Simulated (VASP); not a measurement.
Here is a VASP 6.6.1 calculation.

INCAR

```
SYSTEM = ZrB
ALGO = Normal
EDIFF = 1E-7
ENCUT = 520
GGA = PE
ISIF = 2
ISMEAR = 0
LASPH = .True.
LCHARG = .False.
LREAL = .False.
LWAVE = .False.
NBANDS = 23
NELM = 100
PREC = Accurate
SIGMA = 0.1
```

KPOINTS

```
k-points
0
Gamma
  12 12 10
  0 0 0
```

File POSCAR:

```
ZrB
1.0
    2.5991735566      2.5991735566      0.0000000000
   -2.5991735566      2.5991735566      0.0000000000
    0.0000000000      0.0000000000      4.8080965445
Zr B
2 2
Direct
    0.0000000000      0.0000000000      0.0000000000
    0.5000000000      0.5000000000      0.5000000000
    0.5000000000      0.5000000000      0.0000000000
    0.0000000000      0.0000000000      0.5000000000
```

Potentials or basis: VASP PAW PBE potentials, release 64 (Zr_sv, B).

Launch:

```bash
$ cat potpaw_PBE.64/Zr_sv/POTCAR potpaw_PBE.64/B/POTCAR > POTCAR
$ mpirun -np 1 vasp_std > vasp.out
```

Q: Estimate the pressure.

A: -11.3 GPa.

Q: Predict the band gap on the k mesh.

A: Zero (band 15 reaches 8.51 eV, above the bottom of band 16 at 5.47 eV).

Stress tensor (GPa, compression positive):
```
-16.99   0.00   0.00
  0.00 -16.99   0.00
  0.00   0.00   0.12
```

Caveat: the cell differs from its parent crystal (biaxial strain in the a-b plane: +6.0 %, then relaxed in part).
